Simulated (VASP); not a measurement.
Write the native input for VASP 6.6.1 that does the following.

* Task: relaxation of cell and atoms
* Functional: PBE
* Potentials or basis: VASP PAW PBE potentials, release 64 (Ti_sv, Si, Mo_sv)
* Cutoff: 600 eV
* k mesh: 4 × 4 × 4
* Occupations: gaussian, width 0.1 eV
* Spin: no spin polarisation
* Dipole correction: no
* Further INCAR settings: ALGO = Normal; EDIFF = 1e-07; IBRION = 2; EDIFFG = -0.04; NSW = 90; ISIF = 3

The structure of TiSi4Mo lies in POSCAR:

```
TiSi4Mo
1.0
    0.0000000000      4.2621789200      4.4126681100
    2.4734637700      0.0000000000      4.4126681100
    2.4734637700      4.2621789200      0.0000000000
Ti Si Mo
1 4 1
Direct
    0.5000000000      0.5000000000      0.5000000000
    0.8374344100      0.1625655900      0.8374344100
    0.1625655900      0.8374344100      0.1625655900
    0.0874344100      0.4125655900      0.0874344100
    0.4125655900      0.0874344100      0.4125655900
    0.7500000000      0.7500000000      0.7500000000
```

These files were run (other wordings do the same):

INCAR

```
PREC = Accurate
ENCUT = 600
EDIFF = 1E-7
ISMEAR = 0
SIGMA = 0.1
LREAL = False
LASPH = True
NELM = 60
ALGO = Normal
ISIF = 3
LWAVE = False
LCHARG = False
GGA = PE
IBRION = 2
NSW = 90
EDIFFG = -0.04
```

KPOINTS

```
regular mesh
0
Gamma
  4 4 4
```

Potentials or basis: VASP PAW PBE potentials, release 64 (Ti_sv, Si, Mo_sv).

Launch:

```bash
$ cat potpaw_PBE.64/Ti_sv/POTCAR potpaw_PBE.64/Si/POTCAR potpaw_PBE.64/Mo_sv/POTCAR > POTCAR
$ mpirun -np 1 vasp_std > vasp.out
```

It gave:

```json
{"Relaxed volume": "13.88 Å³/atom", "Relaxed cell": "a = 5.966 Å, b = 4.890 Å, c = 4.759 Å, α = 76.38°, β = 52.79°, γ = 50.83°", "Space group after relaxing (to 0.05 Å)": "F222 (No. 22)", "Energy gained by relaxing": "102.4 meV/atom", "Ionic steps": "13", "Pressure after relaxing": "0.0 GPa", "Largest force after relaxing": "0.018 eV/Å", "Band gap on the k mesh": "zero (band 21 reaches 11.60 eV, above the bottom of band 22 at 10.85 eV)"}
```

Caveat: the k points lie up to 0.43 Å⁻¹ apart in the final cell.

Wall time 14 min on 1 thread of AMD EPYC 7R43 64-Core Processor (Zen 3), on a shared host, peak memory 0.27 GiB.
